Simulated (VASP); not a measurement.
Here is a VASP 6.6.1 calculation.

The input INCAR:

```
SYSTEM = Ti2Al6H
PREC     = Accurate       ! precision mode
ENCUT    = 520            ! plane-wave cutoff, eV
EDIFF    = 1E-6           ! SCF threshold, eV
ISMEAR   = 0              ! smearing method
SIGMA    = 0.1            ! smearing width, eV
LREAL    = .False.        ! projectors in reciprocal space
LASPH    = .True.         ! aspherical terms in the spheres
NELM     = 60             ! most SCF steps
ALGO     = Normal         ! electronic algorithm
ISIF     = 2              ! what is computed and relaxed
LWAVE    = .False.        ! write WAVECAR
LCHARG   = .True.         ! write CHGCAR
LDIPOL   = .True.       
IDIPOL   = 3            
DIPOL    = 0.5 0.5 0.311
GGA      = PE             ! functional
IVDW     = 12             ! dispersion correction
LELF     = .True.         ! ELF
LVHAR    = .True.       
LVACPOTAV= .True.       
NBANDS   = 32             ! bands
```

Contents of KPOINTS:

```
regular mesh
0
Gamma
  6 6 1
  0 0 0
```

POSCAR

```
Ti2Al6H
1.0
    5.0241861190      0.0000000000      0.0000000000
    2.1588814530      4.5367033218      0.0000000000
    0.0000000000      0.0000000000     21.2187109014
Al Ti H
6 2 1
Direct
    0.5000000000      0.0000000000      0.1885128658
    0.0000000000      0.5000000000      0.1885128658
    0.0000000000      0.0000000000      0.2517328341
    0.0000000000      0.5000000000      0.3193548961
    0.5000000000      0.0000000000      0.3193548961
    0.5000000000      0.5000000000      0.3826203646
    0.5000000000      0.5000000000      0.2517328341
    0.0000000000      0.0000000000      0.3797002555
    0.5000000000      0.5000000000      0.5145793706
```

Potentials or basis: VASP PAW PBE potentials, release 64 (Al, Ti_sv, H).

The run is started by

```console
$ cat potpaw_PBE.64/Al/POTCAR potpaw_PBE.64/Ti_sv/POTCAR potpaw_PBE.64/H/POTCAR > POTCAR
$ mpirun -np 1 vasp_std > vasp.out
```

(1) Estimate the largest force.

(2) Predict the dispersion energy per atom.

## Answers

(1) 1.456 eV/Å.

(2) -0.226 eV.
